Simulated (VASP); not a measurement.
Input of a VASP 6.6.1 run:

The input INCAR:

```
PREC = Accurate ; ENCUT = 520
EDIFF = 1E-7 ; ISMEAR = -1
SIGMA = 0.15 ; LREAL = False
LASPH = True ; NELM = 100
ALGO = Normal ; ISIF = 2
LWAVE = False ; LCHARG = False
GGA = PE ; NBANDS = 26
```

The input KPOINTS:

```
Automatic mesh
0
Gamma
  6 6 6
```

File POSCAR:

```
SiAu3
1.0
    0.0000000000      3.2857340000      3.2857340000
    3.2857340000      0.0000000000      3.2857340000
    3.2857340000      3.2857340000      0.0000000000
Si Au
1 3
Direct
    0.0000000000      0.0000000000      0.0000000000
    0.2500000000      0.2500000000      0.2500000000
    0.7500000000      0.7500000000      0.7500000000
    0.5000000000      0.5000000000      0.5000000000
```

Potentials or basis: VASP PAW PBE potentials, release 64 (Si, Au).

The run is started by

```sh
$ cat potpaw_PBE.64/Si/POTCAR potpaw_PBE.64/Au/POTCAR > POTCAR
$ mpirun -np 1 vasp_std > vasp.out
```

Problem. Predict the pressure.

Solution. -0.9 GPa.
